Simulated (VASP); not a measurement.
A run of VASP 6.6.1 is set up as follows.

INCAR

```
PREC = Accurate
ENCUT = 520
EDIFF = 1E-6
ISMEAR = 0
SIGMA = 0.1
LREAL = False
LASPH = True
NELM = 80
ALGO = Normal
ISIF = 2
LWAVE = False
LCHARG = True
GGA = PE
LELF = True
LVHAR = True
NBANDS = 29
```

File KPOINTS:

```
Automatic mesh
0
Gamma
  6 6 2
```

File POSCAR:

```
TiInCuH4
1.0
    3.1814096228      0.0000000000      0.0000000000
    0.0000000000      3.1814096228      0.0000000000
    0.0000000000      0.0000000000      8.4210672139
Ti In Cu H
1 1 1 4
Direct
    0.0000000000      0.0000000000      0.2327411882
    0.0000000000      0.0000000000      0.8971264172
    0.0000000000      0.0000000000      0.5861834818
    0.5000000000      0.0000000000      0.6179885443
    0.0000000000      0.5000000000      0.6179885443
    0.5000000000      0.0000000000      0.3318761572
    0.0000000000      0.5000000000      0.3318761572
```

Potentials or basis: VASP PAW PBE potentials, release 64 (Ti_sv, In_d, Cu, H).

Launch:

```sh
$ cat potpaw_PBE.64/Ti_sv/POTCAR potpaw_PBE.64/In_d/POTCAR potpaw_PBE.64/Cu/POTCAR potpaw_PBE.64/H/POTCAR > POTCAR
$ mpirun -np 1 vasp_std > vasp.out
```

Question: What does it give for the largest force?

Answer: 0.026 eV/Å.

Question: What does it give for the pressure?

Answer: 0.0 GPa.

Question: Estimate the band gap on the k mesh.

Answer: Zero (bands 20 and 21 overlap by 1.02 eV).

Forces in eV/Å, atoms in the order of the input:
```
Ti   0.000  0.000 -0.026
In   0.000  0.000 -0.001
Cu   0.000  0.000 -0.016
H    0.000  0.000  0.013
H    0.000  0.000  0.013
H    0.000  0.000  0.008
H    0.000  0.000  0.008
```

Caveat: the k points lie up to 0.37 Å⁻¹ apart, too coarse for converged energies and pressures of a metal; spin-orbit coupling is left out, which moves the levels of the heavy elements.
